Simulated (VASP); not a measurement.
A run of VASP 6.6.1 is set up as follows.

Contents of INCAR:

```
ALGO     = Normal         # electronic algorithm
EDIFF    = 1E-6           # SCF threshold, eV
ENCUT    = 600            # plane-wave cutoff, eV
GGA      = PE             # functional
GGA_COMPAT= False        
ISIF     = 2              # what is computed and relaxed
ISMEAR   = 0              # smearing method
LASPH    = True           # aspherical terms in the spheres
LCHARG   = False          # write CHGCAR
LREAL    = False          # projectors in reciprocal space
LWAVE    = False          # write WAVECAR
NBANDS   = 46             # bands
NELM     = 120            # most SCF steps
PREC     = Accurate       # precision mode
SIGMA    = 0.01           # smearing width, eV
```

The input KPOINTS:

```
k-points
0
Gamma
  1 1 1
```

File POSCAR:

```
MgO
1.0
    0.0000000000      4.2110000000      4.2110000000
    4.2110000000      0.0000000000      4.2110000000
    4.2110000000      4.2110000000      0.0000000000
Mg O
8 8
Direct
    0.0000000000      0.0000000000      0.0000000000
    0.0000000000      0.0000000000      0.5000000000
    0.0000000000      0.5000000000      0.0000000000
    0.0000000000      0.5000000000      0.5000000000
    0.5000000000      0.0000000000      0.0000000000
    0.5000000000      0.0000000000      0.5000000000
    0.5000000000      0.5000000000      0.0000000000
    0.5000000000      0.5000000000      0.5000000000
    0.2500000000      0.2500000000      0.2500000000
    0.2500000000      0.2500000000      0.7500000000
    0.2500000000      0.7500000000      0.2500000000
    0.2500000000      0.7500000000      0.7500000000
    0.7500000000      0.2500000000      0.2500000000
    0.7500000000      0.2500000000      0.7500000000
    0.7500000000      0.7500000000      0.2500000000
    0.7500000000      0.7500000000      0.7500000000
```

Potentials or basis: VASP PAW PBE potentials, release 64 (Mg, O).

Command:

```console
$ cat potpaw_PBE.64/Mg/POTCAR potpaw_PBE.64/O/POTCAR > POTCAR
$ mpirun -np 1 vasp_gam > vasp.out
```

Estimate the pressure.

8.5 GPa.

Estimate the band gap on the k mesh.

4.48 eV.

Caveat: the k points lie up to 1.29 Å⁻¹ apart. A k mesh can miss the band edges.
